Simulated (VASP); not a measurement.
Wanted: the native input for a VASP 6.6.1 run.

| Property | Result |
| --- | --- |
| Task | relaxation of cell and atoms |
| Functional | PBE |
| Potentials or basis | VASP PAW PBE potentials, release 64 (P) |
| Cutoff | 600 eV |
| k mesh | 6 × 6 × 6 |
| Occupations | gaussian, width 0.1 eV |
| Spin | no spin polarisation |
| Dipole correction | no |
| Further INCAR settings | ALGO = Normal; EDIFF = 1e-07; IBRION = 2; EDIFFG = -0.04; NSW = 90; ISIF = 3 |

The structure of P lies in POSCAR:

```
P
1.0
    4.7801417400      2.7598161200      1.1136863500
   -4.7801417400      2.7598161200      1.1136863500
    0.0000000000     -5.5196322400      1.1136863500
P
6
Direct
    0.8062090300      0.1851480000      0.8062090300
    0.1937909700      0.1937909700      0.8148520000
    0.1851480000      0.8062090300      0.8062090300
    0.8148520000      0.1937909700      0.1937909700
    0.8062090300      0.8062090300      0.1851480000
    0.1937909700      0.8148520000      0.1937909700
```

The cell was built from a structure type or drawn by symmetry, and may not be a known phase.

These files were run (other wordings do the same):

INCAR

```
PREC = Accurate
ENCUT = 600
EDIFF = 1E-7
ISMEAR = 0
SIGMA = 0.1
LREAL = False
LASPH = True
NELM = 60
ALGO = Normal
ISIF = 3
LWAVE = False
LCHARG = False
GGA = PE
IBRION = 2
NSW = 90
EDIFFG = -0.04
```

KPOINTS

```
Automatic mesh
0
Gamma
  6 6 6
```

Potentials or basis: VASP PAW PBE potentials, release 64 (P).

Run with:

```console
$ cat potpaw_PBE.64/P/POTCAR > POTCAR
$ mpirun -np 1 vasp_std > vasp.out
```

It gave:

* Relaxed volume: 23.78 Å³/atom
* Relaxed cell: a = 7.255 Å, b = 7.255 Å, c = 7.255 Å, α = 117.88°, β = 117.88°, γ = 117.88°
* Space group after relaxing (to 0.1 Å): R-3m (No. 166)
* Energy gained by relaxing: 510.7 meV/atom
* Ionic steps: 30
* Pressure after relaxing: 0.0 GPa
* Largest force after relaxing: 0.019 eV/Å
* Band gap on the k mesh: zero (bands 15 and 16 overlap by 0.87 eV)

Caveat: the volume moved by over 15 % at a fixed basis, so the end points are rough.

Wall time 44 min on 1 thread of Oxide Virtual Turin-like Processor, with other jobs on the host, peak memory 0.31 GiB.
